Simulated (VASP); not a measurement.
Co:

```
Co
1.0
     2.51902    0.00000    0.00000
    -1.25951    2.18153    0.00000
     0.00000    0.00000    8.24687
Co
4
Direct
  0.66667 0.33333 0.75000
  0.00000 0.00000 0.50000
  0.33333 0.66667 0.25000
  0.00000 0.00000 0.00000
```

Base run:

* Program: VASP 6.6.1
* Functional: BLYP
* Dispersion: D3(BJ)
* Potentials or basis: VASP PAW PBE potentials, release 64 (Co)
* Cutoff: 520 eV
* k mesh: 12 × 12 × 4
* Occupations: fermi-dirac, width 0.05 eV
* Spin: collinear spin, ferromagnetic start
* Starting moments: [2.0, 2.0, 2.0, 2.0] μB

Its results: pressure -12.6 GPa; net moment 6.62 μB per cell; site moments Co +1.68, +1.66 (each value once) μB.

Task: The run is repeated on the same cell with these changes: functional from BLYP to b88 exchange, pbe correlation; dispersion from D3(BJ) to none; cutoff from 520 eV to 600 eV. What comes out?

Result: Pressure -8.2 GPa; net moment 6.74 μB per cell; site moments Co +1.72, +1.70 (each value once) μB.

Several settings changed at once.

Caveats: the cell stands under tension; the PAW data sets were made with another functional, which shifts forces and pressure a little.
